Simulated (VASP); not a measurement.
SiC, 4 atoms in the cell. Symmetry: P6_3mc, No. 186, hexagonal system. Conventional cell: a = 3.106 Å, b = 3.106 Å, c = 5.098 Å, α = 90.00°, β = 90.00°, γ = 120.00°. Si (site symmetry 3m) has 4 C at 1.90 to 1.92 Å within 2.5 Å. Within 2.5 Å of C (site symmetry 3m) lie 4 Si at 1.90 to 1.92 Å.  This cell differs from its parent crystal: volume changed by +3%.

| Item | Value |
| --- | --- |
| Program | VASP 6.6.1 |
| Task | single point |
| Functional | r2SCAN |
| Potentials or basis | VASP PAW PBE potentials, release 64 (Si, C) |
| Cutoff | 520 eV |
| k mesh | 9 × 9 × 4 |
| Occupations | gaussian, width 0.01 eV |
| Spin | no spin polarisation |
| Dipole correction | no |
| Further INCAR settings | ALGO = Normal; EDIFF = 1e-06; NBANDS = 16 |

Potentials or basis: VASP PAW PBE potentials, release 64 (Si, C).

The run is started by

```sh
$ cat potpaw_PBE.64/Si/POTCAR potpaw_PBE.64/C/POTCAR > POTCAR
$ cp INCAR.step1 INCAR
$ mpirun -np 1 vasp_std > vasp.out
$ cp INCAR.step2 INCAR
$ mpirun -np 1 vasp_std > vasp.out
```

Hardware: 1 thread of AMD EPYC 9R45 (Zen 5) (shared host).

Problem. How long does it take, and how much memory?

Solution. It took 62 s on 1 thread of AMD EPYC 9R45 (Zen 5) (shared host), peak memory 0.13 GiB. Counts: k points 36.
